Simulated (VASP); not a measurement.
Runs of VASP 6.6.1 on RbGe4N2. The structure is that of space group I4/mmm (No. 139), or close to it. The cells are those of the table. 

| task | cell | k mesh | cutoff (eV) | gap on the mesh (eV) | pressure (GPa) | largest force (eV/Å) |
| --- | --- | --- | --- | --- | --- | --- |
| single point | a = 5.962 Å, angles 102.7, 102.7, 124.1°, 7 atoms | 8 × 8 × 8 | 520 | none | (b) | (a) |
| single point | a = 5.486 Å, angles 106.3, 106.3, 116.1°, 7 atoms | 4 × 4 × 4 | 520 | none | 6.5 | 4.96 |
| relaxation of cell and atoms | relaxed from a = 5.486 Å, angles 106.3, 106.3, 116.1°, 7 atoms | 4 × 4 × 4 | 600 | none | 0.0 | 0.03 |
| single point | a = 5.908 Å, angles 103.1, 103.1, 123.2°, 7 atoms | 4 × 4 × 4 | 520 | none | 0.2 | 0.04 |

Alike in all rows: level PBE; potentials or basis VASP PAW PBE potentials, release 64 (Rb_sv, Ge_d, N); no spin polarisation; smearing gaussian 0.1 eV.

Question: Estimate the missing entries.

Answer: (a) 0.01; (b) 0.1.

Caveats: some runs use coarse meshes; forces of over 1 eV/Å act on the atoms, so gaps and moduli don't describe the material at rest (some runs).

A k mesh can miss the band edges, and the runs leave out spin-orbit coupling on Ge, Rb.

A gap of «none» marks levels without a gap at the run's occupations.
